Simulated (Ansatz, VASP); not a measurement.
## Cd in VASP and in Ansatz

```
CELL_PARAMETERS angstrom
1.68472 0.97267 2.56609
-1.68472 0.97267 2.56609
0.00000 -1.94534 2.56609
ATOMIC_POSITIONS crystal
Cd 0.00000 0.00000 0.00000
```

Change from the starting cell: volume scaled by 1.15.

Alike in both runs: task single point; functional r2SCAN; dispersion rVV10; k mesh 10 × 10 × 10; occupations tetrahedron; no spin polarisation.

|  | VASP | Ansatz |
| --- | --- | --- |
| version | VASP 6.6.1 | Ansatz 0.2.0 |
| potentials or method | VASP PAW PBE potentials, release 64 (Cd) | Ansatz PAW |
| plane-wave cutoff (eV) | 550 | 500 |
| valence electrons in the cell | 12 | 20 |

```csv
,VASP,Ansatz,Ansatz less VASP
gap on the k mesh at the Fermi level (eV),none,none,-
pressure (GPa),-6.0,-6.3,-0.21
"traceless stress, the component that is largest in VASP (GPa)",-1.43,-1.46,-0.024
```

VASP's potentials were made for PBE, not for r2SCAN. A gap of «none» marks a metal or a gap that the smearing closes. VASP's potentials hold 12 valence electrons a cell and Ansatz's 20, so a difference there can come from the potentials and not from the codes.
